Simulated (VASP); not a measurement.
# Sn (Fd-3m) in VASP: notebook

Runs on Sn. Level: PBEsol. Tasks: relaxation of cell and atoms.

Program: VASP 6.6.1. These are calculated values, not measurements. Logs are shortened: lines on timing, memory, paths and dates and some standing lists are left out, and cuts for length are marked.

### 1 The cell of the first run

The structure is cubic, space group Fd-3m (No. 227). Conventional cell: a = 6.467 Å, b = 6.467 Å, c = 6.467 Å, α = 90.00°, β = 90.00°, γ = 90.00°. Within 3.7 Å of Sn (site symmetry -43m) lie 4 Sn at 2.80 Å.

### 2 Relaxation of cell and atoms, PBEsol

Contents of INCAR:

```
PREC = Accurate
ENCUT = 600
EDIFF = 1E-7
ISMEAR = -1
SIGMA = 0.05
LREAL = False
LASPH = True
NELM = 80
ALGO = Normal
ISIF = 3
LWAVE = False
LCHARG = False
GGA = PS
IBRION = 2
NSW = 80
EDIFFG = -0.01
```

Contents of KPOINTS:

```
Automatic mesh
0
Gamma
  7 7 7
```

Contents of POSCAR:

```
Sn
1.0
    0.0000000000      3.2333428000      3.2333428000
    3.2333428000      0.0000000000      3.2333428000
    3.2333428000      3.2333428000      0.0000000000
Sn
2
Direct
    0.7500000000      0.7500000000      0.7500000000
    0.5000000000      0.5000000000      0.5000000000
```

Potentials or basis: VASP PAW PBE potentials, release 64 (Sn_d).

Launch:

```sh
$ cat potpaw_PBE.64/Sn_d/POTCAR > POTCAR
$ mpirun -np 1 vasp_std > vasp.out
```

OUTCAR:

```text
PREC = Accurate
   ENCUT = 600
   EDIFF = 1E-7
   ISMEAR = -1
   LREAL = False
   LASPH = True
   NELM = 80
   ISIF = 3
   GGA = PS
   IBRION = 2
   NSW = 80
   EDIFFG = -0.01

 ion  position               nearest neighbor table
   1  0.750  0.750  0.750-   2 2.80   2 2.80   2 2.80   2 2.80
   2  0.500  0.500  0.500-   1 2.80   1 2.80   1 2.80   1 2.80

  LATTYP: Found a face centered cubic cell.
 ALAT       =     6.4666856000

  Lattice vectors:

 A1 = (   0.0000000000,   3.2333428000,   3.2333428000)
 A2 = (   3.2333428000,   0.0000000000,   3.2333428000)
 A3 = (   3.2333428000,   3.2333428000,   0.0000000000)

Analysis of symmetry for initial positions (statically):
=====================================================================
 Subroutine PRICEL returns:
 Original cell was already a primitive cell.

 Routine SETGRP: Setting up the symmetry group for a
 face centered cubic supercell.

 Subroutine GETGRP returns: Found 48 space group operations
 (whereof 24 operations were pure point group operations)
 out of a pool of 48 trial point group operations.

The static configuration has the point symmetry T_d .
 The point group associated with its full space group is O_h .

Analysis of symmetry for dynamics (positions and initial velocities):
=====================================================================
 Subroutine PRICEL returns:
 Original cell was already a primitive cell.

 Routine SETGRP: Setting up the symmetry group for a
 face centered cubic supercell.

 Subroutine GETGRP returns: Found 48 space group operations
 (whereof 24 operations were pure point group operations)
 out of a pool of 48 trial point group operations.

The dynamic configuration has the point symmetry T_d .
 The point group associated with its full space group is O_h .

 Subroutine INISYM returns: Found 48 space group operations
 (whereof 24 operations are pure point group operations),
 and found     1 'primitive' translations

----------------------------------------------------------------------------------------

                                     Primitive cell

  volume of cell :      67.6060

  direct lattice vectors                    reciprocal lattice vectors
     0.000000000  3.233342800  3.233342800    -0.154638723  0.154638723  0.154638723
     3.233342800  0.000000000  3.233342800     0.154638723 -0.154638723  0.154638723
     3.233342800  3.233342800  0.000000000     0.154638723  0.154638723 -0.154638723

  length of vectors
     4.572637240  4.572637240  4.572637240     0.267842124  0.267842124  0.267842124

  position of ions in fractional coordinates (direct lattice)
     0.750000000  0.750000000  0.750000000
     0.500000000  0.500000000  0.500000000

  ion indices of the primitive-cell ions
   primitive index   ion index
                 1           1
                 2           2

----------------------------------------------------------------------------------------

 KPOINTS: Automatic mesh

Automatic generation of k-mesh.
 Grid dimensions read from file:
 generate k-points for:    7    7    7

 Generating k-lattice:

  Cartesian coordinates                     Fractional coordinates (reciprocal lattice)
    -0.022091246  0.022091246  0.022091246     0.142857143  0.000000000  0.000000000
     0.022091246 -0.022091246  0.022091246     0.000000000  0.142857143  0.000000000
     0.022091246  0.022091246 -0.022091246     0.000000000  0.000000000  0.142857143

  Length of vectors
     0.038263161  0.038263161  0.038263161

  Shift w.r.t. Gamma in fractional coordinates (k-lattice)
     0.000000000  0.000000000  0.000000000

 Subroutine IBZKPT returns following result:
 ===========================================

 Found     20 irreducible k-points:

 Following reciprocal coordinates:
            Coordinates               Weight
  0.000000  0.000000  0.000000      1.000000
  0.142857  0.000000  0.000000      8.000000
  0.285714  0.000000  0.000000      8.000000
  0.428571  0.000000  0.000000      8.000000
  0.142857  0.142857  0.000000      6.000000
  0.285714  0.142857  0.000000     24.000000
[... 12 lines left out ...]
 -0.428571  0.428571  0.142857     24.000000
 -0.285714  0.428571  0.142857     24.000000
   k-points           NKPTS =     20   k-points in BZ     NKDIM =     20   number of bands    NBANDS=     18
   number of dos      NEDOS =    301   number of ions     NIONS =      2
   total plane-waves  NPLWV =  64000
   dimension x,y,z NGX =    40 NGY =   40 NGZ =   40
   dimension x,y,z NGXF=    80 NGYF=   80 NGZF=   80
   ions per type =               2
   NGX,Y,Z   is equivalent  to a cutoff of  14.54, 14.54, 14.54 a.u.
   NGXF,Y,Z  is equivalent  to a cutoff of  29.09, 29.09, 29.09 a.u.
 SYSTEM =  unknown system
   PREC   = accura    normal or accurate (medium, high low for compatibility)
   ISTART =      0    job   : 0-new  1-cont  2-samecut
   ICHARG =      2    charge: 1-file 2-atom 10-const
   ISPIN  =      1    spin polarized calculation?
   LNONCOLLINEAR =      F non collinear calculations
   LSORBIT =      F    spin-orbit coupling
   LASPH  =      T    aspherical Exc in radial PAW
   ENCUT  =  600.0 eV  44.10 Ry    6.64 a.u.   9.13  9.13  9.13*2*pi/ulx,y,z
   NELM   =     80;   NELMIN=  2; NELMDL= -5     # of ELM steps
   EDIFF  = 0.1E-06   stopping-criterion for ELM
   LREAL  =      F    real-space projection
   EDIFFG = -.1E-01   stopping-criterion for IOM
   NSW    =     80    number of steps for IOM
   IBRION =      2    ionic relax: 0-MD 1-quasi-New 2-CG
   NFREE  =      1    steps in history (QN), initial steepest desc. (CG)
   ISIF   =      3    stress and relaxation
   ISYM   =      2    0-nonsym 1-usesym 2-fastsym
   POTIM  = 0.5000    time-step for ionic-motion
   TEBEG  =    0.0;   TEEND  =   0.0 temperature during run
   PSTRESS=    0.0 pullay stress
   NELECT =      28.0000    total number of electrons
   NUPDOWN=      -1.0000    fix difference up-down
   EMIN   =  10.00;   EMAX   =-10.00  energy-range for DOS
   EFERMI =   0.00;   METHOD = LEGACY
   ISMEAR =    -1;   SIGMA  =   0.05  broadening in eV -4-tet -1-fermi 0-gaus
   EFERMI_NEDOS =   21; number of points for ismear=-14 and -15
   IALGO  =     38    algorithm
   IMIX   =      4    mixing-type and parameters
     AMIX     =   0.40;   BMIX     =  1.00
     AMIX_MAG =   1.60;   BMIX_MAG =  1.00
  volume/ion in A,a.u.               =      33.80       228.11
  Fermi-wavevector in a.u.,A,eV,Ry     =   1.220298  2.306028 20.260793  1.489126
  Thomas-Fermi vector in A             =   2.355520
   LORBIT       =      0    0 simple, 1 ext, 2 COOP (PROOUT), +10 PAW based schemes
   GGA     = PS    functional components
   LHFCALC =     F    Hartree Fock is set to
   AEXX    =    0.0000 exact exchange contribution
   IVDW    =     0    specifies the selected vdW correction
   LEPSILON=     F    determine dielectric tensor
   LRPA    =     F    only Hartree local field effects (RPA)
 conjugate gradient relaxation of ions
 non-spin polarized calculation
  energy-cutoff  :      600.00
  volume of cell :       67.61
 maximum number of plane-waves:      2281
 NGX is ok and might be reduce to    40
   NGX = 19   NGY = 19   NGZ = 19

--------------------------------------- Ionic step        1  -------------------------------------------

 number of electron      28.0000005 magnetization

 Free energy of the ion-electron system (eV)
  ---------------------------------------------------
  ext. energy  EPLUGINS =         0.00000000
  ---------------------------------------------------
  free energy    TOTEN  =        -8.43898272 eV

  energy without entropy =       -8.43701897  energy(sigma->0) =       -8.43800085

------------------------ aborting loop because EDIFF is reached ----------------------------------------

  FORCE on cell =-STRESS in cart. coord.  units (eV):
  Direction    XX          YY          ZZ          XY          YZ          ZX
  --------------------------------------------------------------------------------------
  -------------------------------------------------------------------------------------
  Total        0.6393670      0.6393670      0.6393670     -0.0000000      0.0000000     -0.0000000
  in kB       15.1521949     15.1521949     15.1521949     -0.0000000      0.0000000     -0.0000000
  external PRESSURE =      15.1521949 kB  Pullay stress =       0.0000000 kB

 VOLUME and BASIS-vectors are now :
 -----------------------------------------------------------------------------
  energy-cutoff  :      600.00
  volume of cell :       67.61
      direct lattice vectors                 reciprocal lattice vectors
     0.000000000  3.233342800  3.233342800    -0.154638723  0.154638723  0.154638723
     3.233342800  0.000000000  3.233342800     0.154638723 -0.154638723  0.154638723
     3.233342800  3.233342800  0.000000000     0.154638723  0.154638723 -0.154638723
[... 37 lines left out ...]
 POSITION                                       TOTAL-FORCE (eV/Angst)
 -----------------------------------------------------------------------------------
      4.92481      4.92481      4.92481        -0.000000     -0.000000     -0.000000
      3.28321      3.28321      3.28321         0.000000      0.000000      0.000000
 -----------------------------------------------------------------------------------
    total drift:                               -0.000000     -0.000000      0.000000

  FREE ENERGIE OF THE ION-ELECTRON SYSTEM (eV)
  ---------------------------------------------------
  free  energy   TOTEN  =        -8.4481543572 eV

  energy  without entropy=       -8.4450334560  energy(sigma->0) =       -8.44659391

--------------------------------------- Ionic step        3  -------------------------------------------

 number of electron      28.0000003 magnetization

 Free energy of the ion-electron system (eV)
  ---------------------------------------------------
  ext. energy  EPLUGINS =         0.00000000
  ---------------------------------------------------
  free energy    TOTEN  =        -8.44953146 eV

  energy without entropy =       -8.44679943  energy(sigma->0) =       -8.44816545

 E-fermi :   5.1469     XC(G=0):  -8.9634

 val. band max:        4.9984344681   @ k =   0.1429   0.0000   0.0000
 cond. band min:       5.1782362894   @ k =   0.4286   0.0000   0.0000
 fundamental gap:      0.1798018213
 Fermi energy:         5.1468885746

 k-point     1 :       0.0000    0.0000    0.0000
  band No.  band energies     occupation
      1     -16.3015      2.00000
      2     -16.3015      2.00000
      3     -16.3015      2.00000
      4     -16.2443      2.00000
      5     -16.2443      2.00000
      6     -15.9509      2.00000
[... 10 lines left out ...]
     17       7.3981      0.00000
     18       7.3981      0.00000
[... 419 lines left out ...]
 POSITION                                       TOTAL-FORCE (eV/Angst)
 -----------------------------------------------------------------------------------
      4.90452      4.90452      4.90452         0.000000      0.000000     -0.000000
      3.26968      3.26968      3.26968        -0.000000     -0.000000      0.000000
 -----------------------------------------------------------------------------------
    total drift:                               -0.000000     -0.000000      0.000000

  FREE ENERGIE OF THE ION-ELECTRON SYSTEM (eV)
  ---------------------------------------------------
  free  energy   TOTEN  =        -8.4495314615 eV

  energy  without entropy=       -8.4467994303  energy(sigma->0) =       -8.44816545

 reached required accuracy - stopping structural energy minimisation
```

Wall time 1.8 min (1 thread of Intel Xeon 6975P-C, shared host); peak memory 0.25 GiB.

Results:

- Free energy: -8.4495 eV
- Relaxed volume: 34.96 Å³/atom
- Relaxed cell: a = 4.624 Å, b = 4.624 Å, c = 4.624 Å, α = 60.00°, β = 60.00°, γ = 60.00°
- Space group after relaxing (to 0.05 Å): Fd-3m (No. 227)
- Energy gained by relaxing: 5.3 meV/atom
- Ionic steps: 3
- Pressure after relaxing: 0.0 GPa
- Band gap on the k mesh: zero (band 14 reaches 5.34 eV, above the bottom of band 15 at 5.18 eV)

The path:
```csv
step,energy change (eV),largest force (eV/Å),pressure (GPa),volume (Å³)
1,0.0000,0.0000,1.52,67.61
2,-0.0092,0.0000,-0.49,70.78
3,-0.0105,0.0000,-0.01,69.91
```

Final structure:
```xyz
2
Lattice="0.0000 3.2697 3.2697 3.2697 0.0000 3.2697 3.2697 3.2697 0.0000" Properties=species:S:1:pos:R:3 pbc="T T T"
Sn    4.9045    4.9045    4.9045
Sn    3.2697    3.2697    3.2697
```

Caveat: the PAW data sets were made with another functional, which shifts forces and pressure a little; spin-orbit coupling is left out, which moves the levels of the heavy elements. Zero-point motion and thermal expansion aren't in these numbers.

### 3 Relaxation of cell and atoms, PBEsol, target pressure 5 GPa, at which the enthalpy is minimised

Contents of INCAR:

```
ALGO = Normal ; EDIFF = 1E-7
EDIFFG = -0.01 ; ENCUT = 600
GGA = PS ; IBRION = 2
ISIF = 3 ; ISMEAR = -1
LASPH = True ; LCHARG = False
LREAL = False ; LWAVE = False
NELM = 60 ; NSW = 80
PREC = Accurate ; PSTRESS = 50.0
SIGMA = 0.05
```

Contents of KPOINTS:

```
k-points
0
Gamma
  7 7 7
```

POSCAR is that of step 2.

Potentials or basis: VASP PAW PBE potentials, release 64 (Sn_d).

Launch:

```sh
$ cat potpaw_PBE.64/Sn_d/POTCAR > POTCAR
$ mpirun -np 1 vasp_std > vasp.out
```

Run time: 2 min. Hardware: 1 thread of Intel Xeon 6975P-C, shared host; peak memory 0.24 GiB.

It converged, with:

```yaml
Free_energy: -8.3601 eV
Relaxed_volume: 31.80 Å³/atom
Relaxed_cell: a = 4.480 Å, b = 4.480 Å, c = 4.480 Å, α = 60.00°, β = 60.00°, γ = 60.00°
Space_group_after_relaxing_to_0.05_Å: Fd-3m (No. 227)
Energy_change_on_relaxing_the_enthalpy_is_what_falls: +39.4 meV/atom
Ionic_steps: 3
Pressure_after_relaxing: 5.0 GPa
Band_gap_on_the_k_mesh: zero (filled and empty bands touch)
```

The path:
```
step  energy change (eV)  largest force (eV/Å)  pressure (GPa)  volume (Å³)
   1              0.0000                0.0000            1.52        67.61
   2              0.1995                0.0000            8.31        60.66
   3              0.0788                0.0000            4.99        63.60
```

Final structure:
```
Sn
1.0
     0.00000    3.16818    3.16818
     3.16818    0.00000    3.16818
     3.16818    3.16818    0.00000
Sn
2
Direct
  0.75000 0.75000 0.75000
  0.50000 0.50000 0.50000
```

Levels at points of the mesh, in eV from the Fermi level:
```csv
k point,band 11,band 12,band 13,band 14,band 15,band 16,band 17,band 18
"(0.00, 0.00, 0.00)",-11.17,-0.22,0.05,0.05,0.05,2.12,2.12,2.12
```

Caveat: the cell is relaxed towards a set pressure, so the enthalpy falls and the energy may rise; the PAW data sets were made with another functional, which shifts forces and pressure a little; spin-orbit coupling is left out, which moves the levels of the heavy elements.
